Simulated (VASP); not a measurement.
**MgF2: single point with PBE**

The system is MgF2.

```
Mg F
1.0
     4.74954    0.00000    0.00000
     0.00000    4.74954    0.00000
     0.00000    0.00000    3.11655
Mg F
2 4
Direct
  0.00000 0.00000 0.00000
  0.50000 0.50000 0.50000
  0.30429 0.30429 0.00000
  0.19571 0.80429 0.50000
  0.69571 0.69571 0.00000
  0.80429 0.19571 0.50000
```

```
Program                : VASP 6.6.1
Task                   : single point
Functional             : PBE
Potentials or basis    : VASP PAW PBE potentials, release 64 (Mg, F)
Cutoff                 : 600 eV
k mesh                 : 6 × 6 × 8
Occupations            : gaussian, width 0.02 eV
Spin                   : no spin polarisation
Dipole correction      : no
Further INCAR settings : ALGO = Normal; EDIFF = 1e-06; NBANDS = 25
```

```json
{"Pressure": "-3.4 GPa", "Largest force": "0.003 eV/Å", "Band gap on the k mesh": "6.61 eV"}
```

Forces on the atoms (eV/Å):
```
Mg   0.000  0.000  0.000
Mg   0.000  0.000  0.000
F    0.002  0.002  0.000
F   -0.002  0.002  0.000
F   -0.002 -0.002  0.000
F    0.002 -0.002  0.000
```

Stress tensor (GPa, compression positive):
```
-3.40  0.00  0.00
 0.00 -3.40  0.00
 0.00  0.00 -3.55
```

Levels at points of the mesh, in eV from the valence-band top:
```csv
k point,band 13,band 14,band 15,band 16,band 17,band 18,band 19,band 20
"(0.00, 0.00, 0.00)",-0.72,-0.31,-0.31,0.00,6.61,11.77,11.77,13.20
"(0.50, 0.00, 0.00)",-0.92,-0.92,-0.35,-0.35,8.93,8.93,12.98,12.98
"(0.50, 0.50, 0.00)",-0.87,-0.87,-0.69,-0.69,10.45,10.45,10.80,10.80
"(0.00, 0.00, 0.50)",-1.00,-1.00,-0.77,-0.77,11.24,11.24,14.47,14.47
"(0.50, 0.00, 0.50)",-0.68,-0.68,-0.60,-0.60,12.20,12.20,12.72,12.72
"(0.50, 0.50, 0.50)",-0.54,-0.54,-0.46,-0.46,12.51,12.51,12.91,12.91
```

It took 2.3 min on 1 thread of Intel Xeon 8259CL (shared host), peak memory 0.25 GiB.

Caveat: the cell stands under tension. A k mesh can miss the band edges.
